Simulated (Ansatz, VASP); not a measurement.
# Mg3Sn3N in VASP and in Ansatz

```
Mg Sn N
1.0
     3.30377    0.00000    0.00000
    -1.65188    2.86115    0.00000
     0.00000    0.00000   15.76664
Mg Sn N
3 3 1
Cartesian
  0.0000 1.9074 0.9895
  1.6519 0.9537 14.6940
  0.0000 1.9074 11.9706
  1.6519 0.9537 6.5329
  0.0000 0.0000 9.3888
  0.0000 0.0000 3.7383
  0.0000 0.0000 -0.0144
```

Alike in both runs: functional PBE; k mesh 12 × 12 × 2; occupations gaussian, width 0.1 eV; no spin polarisation.

Ansatz relaxed the structure, and its values are those at the end. VASP's run is a single point on that final structure, the one shown.

|  | VASP | Ansatz |
| --- | --- | --- |
| version | VASP 6.6.1 | Ansatz 0.2.0 |
| potentials or method | VASP PAW PBE potentials, release 64 (Mg, Sn_d, N), cutoff 520 eV | scalar-relativistic, plane waves, PAW |
| valence electrons in the cell | 53 | 77 |

Ansatz gave:

* gap on the k mesh at the Fermi level (eV): none
* pressure (GPa): 0.0
* rms of the force components (eV/Å): 0.000

**Question.** Estimate VASP's values.

**Answer.** gap on the k mesh at the Fermi level (eV): none; pressure (GPa): -0.2; rms of the force components (eV/Å): 0.011.

A gap of «none» marks a metal or a gap that the smearing closes. VASP's potentials hold 53 valence electrons a cell and Ansatz's 77, so a difference there can come from the potentials and not from the codes.
